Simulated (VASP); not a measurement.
Input of a VASP 6.6.1 run:

INCAR

```
SYSTEM = Sn3Se
PREC = Accurate
ENCUT = 520
EDIFF = 1E-6
ISMEAR = -1
SIGMA = 0.05
LREAL = .FALSE.
LASPH = .TRUE.
NELM = 80
ALGO = Normal
ISIF = 2
LWAVE = .FALSE.
LCHARG = .FALSE.
GGA = PE
NBANDS = 32
```

File KPOINTS:

```
Automatic mesh
0
G
  6 6 6
  0 0 0
```

Contents of POSCAR:

```
Sn3Se
1.0
    4.7732830874      0.0000000000      0.0000000000
    0.0000000000      4.7732830874      0.0000000000
    0.0000000000      0.0000000000      4.7732830874
Sn Se
3 1
Direct
    0.5000000000      0.5000000000      0.0000000000
    0.5000000000      0.0000000000      0.5000000000
    0.0000000000      0.5000000000      0.5000000000
    0.0000000000      0.0000000000      0.0000000000
```

Potentials or basis: VASP PAW PBE potentials, release 64 (Sn_d, Se).

Launch:

```console
$ cat potpaw_PBE.64/Sn_d/POTCAR potpaw_PBE.64/Se/POTCAR > POTCAR
$ mpirun -np 1 vasp_std > vasp.out
```

Problem. Estimate the pressure.

Solution. -0.7 GPa.

Problem. Predict the band gap on the k mesh.

Solution. Zero (band 24 reaches 8.93 eV, above the bottom of band 25 at 6.71 eV).

Caveat: spin-orbit coupling is left out, which moves the levels of the heavy elements.
